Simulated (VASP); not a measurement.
# CdS (P6_3mc) in VASP: notebook, part 2 of 2

VASP 6.6.1.

## Step 3: Single point, PBE

INCAR

```
PREC = Accurate ; ENCUT = 500
EDIFF = 1E-6 ; ISMEAR = 0
SIGMA = 0.02 ; LREAL = F
LASPH = T ; NELM = 120
ALGO = Normal ; ISIF = 2
LWAVE = F ; LCHARG = F
GGA = PE ; NBANDS = 26
GGA_COMPAT = F
```

KPOINTS

```
Automatic mesh
0
Gamma
  9 9 4
```

POSCAR

```
CdS
1.0
    4.1968523960      0.0000000000      0.0000000000
   -2.0984261980      3.6345807909      0.0000000000
    0.0000000000      0.0000000000      6.8296509168
Cd S
2 2
Direct
    0.3333333333      0.6666666667      0.0002179963
    0.6666666667      0.3333333333      0.5002179963
    0.3333333333      0.6666666667      0.3767820037
    0.6666666667      0.3333333333      0.8767820037
```

Potentials or basis: VASP PAW PBE potentials, release 64 (Cd, S).

On the command line:

```
> cat potpaw_PBE.64/Cd/POTCAR potpaw_PBE.64/S/POTCAR > POTCAR
> mpirun -np 1 vasp_std > vasp.out
```

OUTCAR:

```text
PREC = Accurate
   ENCUT = 500
   EDIFF = 1E-6
   ISMEAR = 0
   LREAL = F
   LASPH = T
   NELM = 120
   ISIF = 2
   GGA = PE

 ion  position               nearest neighbor table
   1  0.333  0.667  0.000-   4 2.57   4 2.57   4 2.57   3 2.57
   2  0.667  0.333  0.500-   3 2.57   3 2.57   3 2.57   4 2.57
   3  0.333  0.667  0.377-   2 2.57   2 2.57   2 2.57   1 2.57
   4  0.667  0.333  0.877-   1 2.57   1 2.57   1 2.57   2 2.57

  LATTYP: Found a hexagonal cell.
 ALAT       =     4.1968523960
 C/A-ratio  =     1.6273269280

  Lattice vectors:

 A1 = (   4.1968523960,   0.0000000000,   0.0000000000)
 A2 = (  -2.0984261980,   3.6345807909,   0.0000000000)
 A3 = (   0.0000000000,   0.0000000000,   6.8296509168)

Analysis of symmetry for initial positions (statically):
=====================================================================
 Subroutine PRICEL returns:
 Original cell was already a primitive cell.

 Routine SETGRP: Setting up the symmetry group for a
 hexagonal supercell.

 Subroutine GETGRP returns: Found 12 space group operations
 (whereof  6 operations were pure point group operations)
 out of a pool of 24 trial point group operations.

The static configuration has the point symmetry C_3v.
 The point group associated with its full space group is C_6v.

Analysis of symmetry for dynamics (positions and initial velocities):
=====================================================================
 Subroutine PRICEL returns:
 Original cell was already a primitive cell.

 Routine SETGRP: Setting up the symmetry group for a
 hexagonal supercell.

 Subroutine GETGRP returns: Found 12 space group operations
 (whereof  6 operations were pure point group operations)
 out of a pool of 24 trial point group operations.

The dynamic configuration has the point symmetry C_3v.
 The point group associated with its full space group is C_6v.

 Subroutine INISYM returns: Found 12 space group operations
 (whereof  6 operations are pure point group operations),
 and found     1 'primitive' translations

----------------------------------------------------------------------------------------

                                     Primitive cell

  volume of cell :     104.1781

  direct lattice vectors                    reciprocal lattice vectors
     4.196852396  0.000000000  0.000000000     0.238273808  0.137567447  0.000000000
    -2.098426198  3.634580791  0.000000000     0.000000000  0.275134894  0.000000000
     0.000000000  0.000000000  6.829650917     0.000000000  0.000000000  0.146420368

  length of vectors
     4.196852396  4.196852396  6.829650917     0.275134894  0.275134894  0.146420368

  position of ions in fractional coordinates (direct lattice)
     0.333333333  0.666666667  0.000217996
     0.666666667  0.333333333  0.500217996
     0.333333333  0.666666667  0.376782004
     0.666666667  0.333333333  0.876782004

  ion indices of the primitive-cell ions
   primitive index   ion index
                 1           1
                 2           2
                 3           3
                 4           4

----------------------------------------------------------------------------------------

 KPOINTS: Automatic mesh

Automatic generation of k-mesh.
 Grid dimensions read from file:
 generate k-points for:    9    9    4

 Generating k-lattice:

  Cartesian coordinates                     Fractional coordinates (reciprocal lattice)
     0.026474868  0.015285272  0.000000000     0.111111111 -0.000000000  0.000000000
     0.000000000  0.030570544  0.000000000     0.000000000  0.111111111  0.000000000
     0.000000000  0.000000000  0.036605092     0.000000000  0.000000000  0.250000000

  Length of vectors
     0.030570544  0.030570544  0.036605092

  Shift w.r.t. Gamma in fractional coordinates (k-lattice)
     0.000000000  0.000000000  0.000000000

 Subroutine IBZKPT returns following result:
 ===========================================

 Found     36 irreducible k-points:

 Following reciprocal coordinates:
            Coordinates               Weight
  0.000000  0.000000  0.000000      1.000000
  0.111111 -0.000000  0.000000      6.000000
  0.222222 -0.000000  0.000000      6.000000
  0.333333 -0.000000  0.000000      6.000000
  0.444444 -0.000000  0.000000      6.000000
  0.111111  0.111111  0.000000      6.000000
[... 16 lines left out ...]
  0.333333  0.222222  0.250000     24.000000
  0.333333  0.333333  0.250000      4.000000
 [... further k-points ...]
   k-points           NKPTS =     36   k-points in BZ     NKDIM =     36   number of bands    NBANDS=     26
   number of dos      NEDOS =    301   number of ions     NIONS =      4
   total plane-waves  NPLWV =  51200
   dimension x,y,z NGX =    32 NGY =   32 NGZ =   50
   dimension x,y,z NGXF=    64 NGYF=   64 NGZF=  100
   ions per type =               2   2
   NGX,Y,Z   is equivalent  to a cutoff of  12.68, 12.68, 12.17 a.u.
   NGXF,Y,Z  is equivalent  to a cutoff of  25.35, 25.35, 24.34 a.u.
 SYSTEM =  unknown system
   PREC   = accura    normal or accurate (medium, high low for compatibility)
   ISTART =      0    job   : 0-new  1-cont  2-samecut
   ICHARG =      2    charge: 1-file 2-atom 10-const
   ISPIN  =      1    spin polarized calculation?
   LNONCOLLINEAR =      F non collinear calculations
   LSORBIT =      F    spin-orbit coupling
   LASPH  =      T    aspherical Exc in radial PAW
   ENCUT  =  500.0 eV  36.75 Ry    6.06 a.u.   7.65  7.65 12.45*2*pi/ulx,y,z
   NELM   =    120;   NELMIN=  2; NELMDL= -5     # of ELM steps
   EDIFF  = 0.1E-05   stopping-criterion for ELM
   LREAL  =      F    real-space projection
   EDIFFG = 0.1E-04   stopping-criterion for IOM
   NSW    =      0    number of steps for IOM
   IBRION =     -1    ionic relax: 0-MD 1-quasi-New 2-CG
   NFREE  =      0    steps in history (QN), initial steepest desc. (CG)
   ISIF   =      2    stress and relaxation
   ISYM   =      2    0-nonsym 1-usesym 2-fastsym
   POTIM  = 0.5000    time-step for ionic-motion
   TEBEG  =    0.0;   TEEND  =   0.0 temperature during run
   PSTRESS=    0.0 pullay stress
   NELECT =      36.0000    total number of electrons
   NUPDOWN=      -1.0000    fix difference up-down
   EMIN   =  10.00;   EMAX   =-10.00  energy-range for DOS
   EFERMI =   0.00;   METHOD = LEGACY
   ISMEAR =     0;   SIGMA  =   0.02  broadening in eV -4-tet -1-fermi 0-gaus
   EFERMI_NEDOS =   21; number of points for ismear=-14 and -15
   IALGO  =     38    algorithm
   IMIX   =      4    mixing-type and parameters
     AMIX     =   0.40;   BMIX     =  1.00
     AMIX_MAG =   1.60;   BMIX_MAG =  1.00
  volume/ion in A,a.u.               =      26.04       175.76
  Fermi-wavevector in a.u.,A,eV,Ry     =   1.148815  2.170946 17.956646  1.319776
  Thomas-Fermi vector in A             =   2.285488
   LORBIT       =      0    0 simple, 1 ext, 2 COOP (PROOUT), +10 PAW based schemes
   GGA     = PE    functional components
   LHFCALC =     F    Hartree Fock is set to
   AEXX    =    0.0000 exact exchange contribution
   IVDW    =     0    specifies the selected vdW correction
   LEPSILON=     F    determine dielectric tensor
   LRPA    =     F    only Hartree local field effects (RPA)
 non-spin polarized calculation
 Gauss-broadening in eV      SIGMA  =   0.02
  energy-cutoff  :      500.00
  volume of cell :      104.18
 maximum number of plane-waves:      2677
 NGX is ok and might be reduce to    32
   NGX = 15   NGY = 15   NGZ = 25

 number of electron      36.0000000 magnetization

 Free energy of the ion-electron system (eV)
  ---------------------------------------------------
  ext. energy  EPLUGINS =         0.00000000
  ---------------------------------------------------
  free energy    TOTEN  =       -12.29941740 eV

  energy without entropy =      -12.29941740  energy(sigma->0) =      -12.29941740

 E-fermi :   1.0055     XC(G=0):  -8.9181

 val. band max:        0.9091242824   @ k =   0.0000   0.0000   0.0000
 cond. band min:       2.0216076771   @ k =   0.0000   0.0000   0.0000
 fundamental gap:      1.1124833947
 Fermi energy:         1.0055453672

 k-point     1 :       0.0000    0.0000    0.0000
  band No.  band energies     occupation
      1     -11.1777      2.00000
      2     -10.7904      2.00000
      3      -6.6380      2.00000
      4      -6.6324      2.00000
      5      -6.6324      2.00000
      6      -6.5582      2.00000
[... 685 lines left out ...]
     25      10.1650      0.00000
     26      10.1965      0.00000

 [... further k-points ...]

------------------------ aborting loop because EDIFF is reached ----------------------------------------

  FORCE on cell =-STRESS in cart. coord.  units (eV):
  Direction    XX          YY          ZZ          XY          YZ          ZX
  --------------------------------------------------------------------------------------
  -------------------------------------------------------------------------------------
  Total        0.1705287      0.1705287      0.1728504      0.0000000      0.0000000      0.0000000
  in kB        2.6225966      2.6225966      2.6583031      0.0000000      0.0000000      0.0000000
  external PRESSURE =       2.6344988 kB  Pullay stress =       0.0000000 kB

 VOLUME and BASIS-vectors are now :
 -----------------------------------------------------------------------------
  energy-cutoff  :      500.00
  volume of cell :      104.18
      direct lattice vectors                 reciprocal lattice vectors
     4.196852396  0.000000000  0.000000000     0.238273808  0.137567447  0.000000000
    -2.098426198  3.634580791  0.000000000     0.000000000  0.275134894  0.000000000
     0.000000000  0.000000000  6.829650917     0.000000000  0.000000000  0.146420368

 POSITION                                       TOTAL-FORCE (eV/Angst)
 -----------------------------------------------------------------------------------
     -0.00000      2.42305      0.00149         0.000000     -0.000000      0.000262
      2.09843      1.21153      3.41631        -0.000000      0.000000      0.000262
     -0.00000      2.42305      2.57329         0.000000      0.000000     -0.000262
      2.09843      1.21153      5.98812        -0.000000     -0.000000     -0.000262
 -----------------------------------------------------------------------------------
    total drift:                               -0.000000      0.000000     -0.000299

  FREE ENERGIE OF THE ION-ELECTRON SYSTEM (eV)
  ---------------------------------------------------
  free  energy   TOTEN  =       -12.2994173960 eV

  energy  without entropy=      -12.2994173960  energy(sigma->0) =      -12.29941740
```

OSZICAR:

```text
N       E                     dE             d eps       ncg     rms          rms(c)
DAV:   1     0.241102673431E+03    0.24110E+03   -0.17009E+04  1872   0.122E+03
DAV:   2     0.228239278104E+00   -0.24087E+03   -0.23258E+03  2034   0.313E+02
DAV:   3    -0.132574644892E+02   -0.13486E+02   -0.13402E+02  2260   0.736E+01
DAV:   4    -0.133989895316E+02   -0.14153E+00   -0.14139E+00  2098   0.728E+00
DAV:   5    -0.134012203187E+02   -0.22308E-02   -0.22307E-02  2246   0.916E-01    0.104E+01
DAV:   6    -0.123202162663E+02    0.10810E+01   -0.19473E+00  2458   0.138E+01    0.832E+00
DAV:   7    -0.123017337775E+02    0.18482E-01   -0.66471E-01  1946   0.432E+00    0.396E+00
DAV:   8    -0.123003738582E+02    0.13599E-02   -0.73418E-02  2052   0.264E+00    0.472E-01
DAV:   9    -0.122989572397E+02    0.14166E-02   -0.13057E-02  2092   0.136E+00    0.133E-01
DAV:  10    -0.122992600773E+02   -0.30284E-03   -0.11662E-03  1992   0.314E-01    0.120E-01
DAV:  11    -0.122994237361E+02   -0.16366E-03   -0.26048E-04  2080   0.108E-01    0.802E-02
DAV:  12    -0.122994159771E+02    0.77590E-05   -0.12836E-04  1974   0.798E-02    0.146E-02
DAV:  13    -0.122994165254E+02   -0.54829E-06   -0.16917E-05  2182   0.267E-02    0.898E-03
DAV:  14    -0.122994173960E+02   -0.87065E-06   -0.22217E-06  1640   0.120E-02
   1 F= -.12299417E+02 E0= -.12299417E+02  d E =-.560795E-14
```

It took 1.8 min on 1 thread of AMD EPYC 7R43 (Zen 3), shared host; peak memory 0.21 GiB.

What came out:

```
Free energy            : -12.2994 eV
Pressure               : 0.3 GPa
Band gap on the k mesh : 1.11 eV
```
